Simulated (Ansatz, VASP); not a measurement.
# Two plane-wave programs on Ca3Sb4

```
CELL_PARAMETERS angstrom
6.30181 0.00000 0.00000
0.00000 6.30181 0.00000
0.00000 0.00000 6.30181
ATOMIC_POSITIONS crystal
Ca 0.50000 0.50000 0.00000
Ca 0.00000 0.50000 0.50000
Ca 0.50000 0.00000 0.50000
Sb 0.50000 0.50000 0.50000
Sb 0.50000 0.00000 0.00000
Sb 0.00000 0.50000 0.00000
Sb 0.00000 0.00000 0.50000
```

Change from the starting cell: species swapped into the W3N4 type (Pm-3m, No. 221).

Alike in both runs: functional PBE; k mesh 6 × 6 × 6; occupations gaussian, width 0.1 eV; no spin polarisation.

Ansatz relaxed the structure, and its values are those at the end. VASP's run is a single point on that final structure, the one shown.

|  | VASP | Ansatz |
| --- | --- | --- |
| version | VASP 6.6.1 | Ansatz 0.2.0 |
| potentials or method | VASP PAW PBE potentials, release 64 (Ca_sv, Sb), cutoff 520 eV | scalar-relativistic, plane waves, PAW |
| valence electrons in the cell | 50 | 90 |

|  | VASP | Ansatz | Ansatz less VASP |
| --- | --- | --- | --- |
| gap on the k mesh at the Fermi level (eV) | none | none | - |
| pressure (GPa) | 0.1 | 0.0 | -0.04 |

A gap of «none» marks a metal or a gap that the smearing closes. VASP's potentials hold 50 valence electrons a cell and Ansatz's 90, so a difference there can come from the potentials and not from the codes.

Spin-orbit coupling is off throughout.
